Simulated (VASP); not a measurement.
# CaGe4N (F-43m) in VASP: notebook

The runs below take CaGe4N through single point, relaxation of cell and atoms, with PBE.

Everything below comes from runs of VASP 6.6.1. Logs are shortened: lines on timing, memory, paths and dates and some standing lists are left out, and cuts for length are marked.

### 1 The cell of the first run

The structure is cubic, space group F-43m (No. 216). Conventional cell: a = 7.867 Å, b = 7.867 Å, c = 7.867 Å, α = 90.00°, β = 90.00°, γ = 90.00°. Ca (site symmetry -43m) has 12 Ge at 3.26 Å and 4 N at 3.41 Å within 4.3 Å. Ge (site symmetry 3m) has 6 Ge at 2.78 Å and 3 Ca at 3.26 Å and 3 N at 3.26 Å within 3.7 Å. N (site symmetry -43m) has 12 Ge at 3.26 Å and 4 Ca at 3.41 Å within 4.3 Å.

The cell was generated, and may not be a known phase.

### 2 Single point, PBE

INCAR

```
SYSTEM = CaGe4N
ALGO = Normal
EDIFF = 1E-6
ENCUT = 520
GGA = PE
ISIF = 2
ISMEAR = 0
LASPH = .True.
LCHARG = .False.
LREAL = .False.
LWAVE = .False.
NBANDS = 44
NELM = 100
PREC = Accurate
SIGMA = 0.1
```

KPOINTS

```
k-points
0
Gamma
  4 4 4
  0 0 0
```

POSCAR

```
CaGe4N
1.0
    0.0000000000      3.9333667900      3.9333667900
    3.9333667900      0.0000000000      3.9333667900
    3.9333667900      3.9333667900      0.0000000000
Ca Ge N
1 4 1
Direct
    0.0000000000      0.0000000000      0.0000000000
    0.1250000000      0.6250000000      0.6250000000
    0.6250000000      0.6250000000      0.6250000000
    0.6250000000      0.1250000000      0.6250000000
    0.6250000000      0.6250000000      0.1250000000
    0.2500000000      0.2500000000      0.2500000000
```

Potentials or basis: VASP PAW PBE potentials, release 64 (Ca_sv, Ge_d, N).

Started as:

```console
cat potpaw_PBE.64/Ca_sv/POTCAR potpaw_PBE.64/Ge_d/POTCAR potpaw_PBE.64/N/POTCAR > POTCAR
mpirun -np 1 vasp_std > vasp.out
```

OUTCAR:

```text
SYSTEM = CaGe4N
   EDIFF = 1E-6
   ENCUT = 520
   GGA = PE
   ISIF = 2
   ISMEAR = 0
   LASPH = .True.
   LREAL = .False.
   NELM = 100
   PREC = Accurate

 ion  position               nearest neighbor table
   1  0.000  0.000  0.000-
   2  0.125  0.625  0.625-   3 2.78   5 2.78   4 2.78   3 2.78   4 2.78   5 2.78
   3  0.625  0.625  0.625-   2 2.78   4 2.78   5 2.78   5 2.78   4 2.78   2 2.78
   4  0.625  0.125  0.625-   3 2.78   5 2.78   2 2.78   3 2.78   5 2.78   2 2.78
   5  0.625  0.625  0.125-   3 2.78   2 2.78   3 2.78   4 2.78   4 2.78   2 2.78
   6  0.250  0.250  0.250-

  LATTYP: Found a face centered cubic cell.
 ALAT       =     7.8667335800

  Lattice vectors:

 A1 = (   0.0000000000,   3.9333667900,   3.9333667900)
 A2 = (   3.9333667900,   0.0000000000,   3.9333667900)
 A3 = (   3.9333667900,   3.9333667900,   0.0000000000)

Analysis of symmetry for initial positions (statically):
=====================================================================
 Subroutine PRICEL returns:
 Original cell was already a primitive cell.

 Routine SETGRP: Setting up the symmetry group for a
 face centered cubic supercell.

 Subroutine GETGRP returns: Found 24 space group operations
 (whereof 24 operations were pure point group operations)
 out of a pool of 48 trial point group operations.

The static configuration has the point symmetry T_d .

Analysis of symmetry for dynamics (positions and initial velocities):
=====================================================================
 Subroutine PRICEL returns:
 Original cell was already a primitive cell.

 Routine SETGRP: Setting up the symmetry group for a
 face centered cubic supercell.

 Subroutine GETGRP returns: Found 24 space group operations
 (whereof 24 operations were pure point group operations)
 out of a pool of 48 trial point group operations.

The dynamic configuration has the point symmetry T_d .

 Subroutine INISYM returns: Found 24 space group operations
 (whereof 24 operations are pure point group operations),
 and found     1 'primitive' translations

----------------------------------------------------------------------------------------

                                     Primitive cell

  volume of cell :     121.7092
[... 79 lines left out ...]
   NELM   =    100;   NELMIN=  2; NELMDL= -5     # of ELM steps
   EDIFF  = 0.1E-05   stopping-criterion for ELM
   LREAL  =      F    real-space projection
   EDIFFG = 0.1E-04   stopping-criterion for IOM
   NSW    =      0    number of steps for IOM
   IBRION =     -1    ionic relax: 0-MD 1-quasi-New 2-CG
   NFREE  =      0    steps in history (QN), initial steepest desc. (CG)
   ISIF   =      2    stress and relaxation
   ISYM   =      2    0-nonsym 1-usesym 2-fastsym
   POTIM  = 0.5000    time-step for ionic-motion
   TEBEG  =    0.0;   TEEND  =   0.0 temperature during run
   PSTRESS=    0.0 pullay stress
   NELECT =      71.0000    total number of electrons
   NUPDOWN=      -1.0000    fix difference up-down
   EMIN   =  10.00;   EMAX   =-10.00  energy-range for DOS
   EFERMI =   0.00;   METHOD = LEGACY
   ISMEAR =     0;   SIGMA  =   0.10  broadening in eV -4-tet -1-fermi 0-gaus
   EFERMI_NEDOS =   21; number of points for ismear=-14 and -15
   IALGO  =     38    algorithm
   IMIX   =      4    mixing-type and parameters
     AMIX     =   0.40;   BMIX     =  1.00
     AMIX_MAG =   1.60;   BMIX_MAG =  1.00
  volume/ion in A,a.u.               =      20.28       136.89
  Fermi-wavevector in a.u.,A,eV,Ry     =   1.367896  2.584949 25.458408  1.871140
  Thomas-Fermi vector in A             =   2.493908
   LORBIT       =      0    0 simple, 1 ext, 2 COOP (PROOUT), +10 PAW based schemes
   GGA     = PE    functional components
   LHFCALC =     F    Hartree Fock is set to
   AEXX    =    0.0000 exact exchange contribution
   IVDW    =     0    specifies the selected vdW correction
   LEPSILON=     F    determine dielectric tensor
   LRPA    =     F    only Hartree local field effects (RPA)
 non-spin polarized calculation
 Gauss-broadening in eV      SIGMA  =   0.10
  energy-cutoff  :      520.00
  volume of cell :      121.71
 maximum number of plane-waves:      3299
 NGX is ok and might be reduce to    42
   NGX = 21   NGY = 21   NGZ = 21

 number of electron      70.9999965 magnetization

 Free energy of the ion-electron system (eV)
  ---------------------------------------------------
  ext. energy  EPLUGINS =         0.00000000
  ---------------------------------------------------
  free energy    TOTEN  =       -24.36358293 eV

  energy without entropy =      -24.33883840  energy(sigma->0) =      -24.35121067

 E-fermi :   4.7402     XC(G=0): -10.3079

 val. band max:        4.6957097229   @ k =  -0.2500   0.5000   0.2500
 cond. band min:       4.7535197761   @ k =  -0.2500   0.2500   0.0000
 fundamental gap:      0.0578100532
 Fermi energy:         4.7401673307

 k-point     1 :       0.0000    0.0000    0.0000
  band No.  band energies     occupation
      1     -36.4398      2.00000
      2     -20.2203      2.00000
      3     -20.1643      2.00000
      4     -20.1643      2.00000
      5     -20.1643      2.00000
      6     -20.1615      2.00000
[... 365 lines left out ...]
     43       8.6334      0.00000
     44       8.7019      0.00000

------------------------ aborting loop because EDIFF is reached ----------------------------------------

  FORCE on cell =-STRESS in cart. coord.  units (eV):
  Direction    XX          YY          ZZ          XY          YZ          ZX
  --------------------------------------------------------------------------------------
  -------------------------------------------------------------------------------------
  Total       -2.9528714     -2.9528714     -2.9528714     -0.0000000      0.0000000      0.0000000
  in kB      -38.8715429    -38.8715429    -38.8715429     -0.0000000      0.0000000      0.0000000
  external PRESSURE =     -38.8715429 kB  Pullay stress =       0.0000000 kB

 VOLUME and BASIS-vectors are now :
 -----------------------------------------------------------------------------
  energy-cutoff  :      520.00
  volume of cell :      121.71
      direct lattice vectors                 reciprocal lattice vectors
     0.000000000  3.933366790  3.933366790    -0.127117563  0.127117563  0.127117563
     3.933366790  0.000000000  3.933366790     0.127117563 -0.127117563  0.127117563
     3.933366790  3.933366790  0.000000000     0.127117563  0.127117563 -0.127117563

 POSITION                                       TOTAL-FORCE (eV/Angst)
 -----------------------------------------------------------------------------------
      0.00000      0.00000      0.00000         0.000000      0.000000      0.000000
      4.91671      2.95003      2.95003        -0.042630      0.042630      0.042630
      4.91671      4.91671      4.91671        -0.042630     -0.042630     -0.042630
      2.95003      4.91671      2.95003         0.042630     -0.042630      0.042630
      2.95003      2.95003      4.91671         0.042630      0.042630     -0.042630
      1.96668      1.96668      1.96668         0.000000      0.000000      0.000000
 -----------------------------------------------------------------------------------
    total drift:                                0.000000      0.000000      0.000000

  FREE ENERGIE OF THE ION-ELECTRON SYSTEM (eV)
  ---------------------------------------------------
  free  energy   TOTEN  =       -24.3635829334 eV

  energy  without entropy=      -24.3388384028  energy(sigma->0) =      -24.35121067
```

OSZICAR:

```text
N       E                     dE             d eps       ncg     rms          rms(c)
DAV:   1     0.795616806724E+03    0.79562E+03   -0.33187E+04   840   0.403E+03
DAV:   2     0.122643001367E+03   -0.67297E+03   -0.65540E+03   704   0.962E+02
DAV:   3    -0.128711233208E+02   -0.13551E+03   -0.13184E+03   796   0.233E+02
DAV:   4    -0.253513423932E+02   -0.12480E+02   -0.12243E+02  1008   0.742E+01
DAV:   5    -0.258375191761E+02   -0.48618E+00   -0.48473E+00  1000   0.140E+01    0.894E+00
DAV:   6    -0.289796664432E+02   -0.31421E+01   -0.44243E+01   976   0.153E+01    0.163E+01
DAV:   7    -0.243477648409E+02    0.46319E+01   -0.25468E+01   824   0.684E+00    0.258E+00
DAV:   8    -0.243722488134E+02   -0.24484E-01   -0.94162E-01   852   0.318E+00    0.124E+00
DAV:   9    -0.243641143176E+02    0.81345E-02   -0.12874E-01  1016   0.110E+00    0.323E-01
DAV:  10    -0.243635797452E+02    0.53457E-03   -0.21759E-02  1052   0.686E-01    0.120E-01
DAV:  11    -0.243635490413E+02    0.30704E-04   -0.15200E-03   952   0.140E-01    0.424E-02
DAV:  12    -0.243635896179E+02   -0.40577E-04   -0.29984E-04   868   0.739E-02    0.259E-02
DAV:  13    -0.243635838696E+02    0.57482E-05   -0.47911E-05   688   0.298E-02    0.835E-03
DAV:  14    -0.243635827639E+02    0.11058E-05   -0.39936E-06   620   0.918E-03    0.208E-03
DAV:  15    -0.243635829334E+02   -0.16957E-06   -0.52582E-07   448   0.497E-03
   1 F= -.24363583E+02 E0= -.24351211E+02  d E =-.247445E-01
```

It took 34 s on 1 thread of AMD EPYC 9R45 (Zen 5), shared host; peak memory 0.23 GiB.

What came out:

```
Free energy            : -24.3636 eV
Pressure               : -3.9 GPa
Band gap on the k mesh : zero (an odd number of electrons rules out a gap without spin polarisation)
```

Levels at points of the mesh, in eV from the Fermi level:
| k point | band 32 | band 33 | band 34 | band 35 | band 36 | band 37 | band 38 | band 39 |
| --- | --- | --- | --- | --- | --- | --- | --- | --- |
| (0.00, 0.00, 0.00) | -3.50 | -3.50 | -1.68 | -1.68 | -0.41 | -0.41 | -0.41 | 2.68 |
| (0.50, 0.00, 0.00) | -3.01 | -0.68 | -0.68 | -0.61 | 0.84 | 0.84 | 1.16 | 1.55 |
| (0.50, 0.50, 0.00) | -0.87 | -0.87 | -0.16 | 0.17 | 0.54 | 0.54 | 0.70 | 1.26 |

Caveat: the cell stands under tension; an odd number of electrons without spin polarisation forces a metal; a magnetic or distorted state may lie lower.

(Continued in part 2 of 2.)

The gap in the log of VASP goes by the Fermi energy; the results here count the filled bands.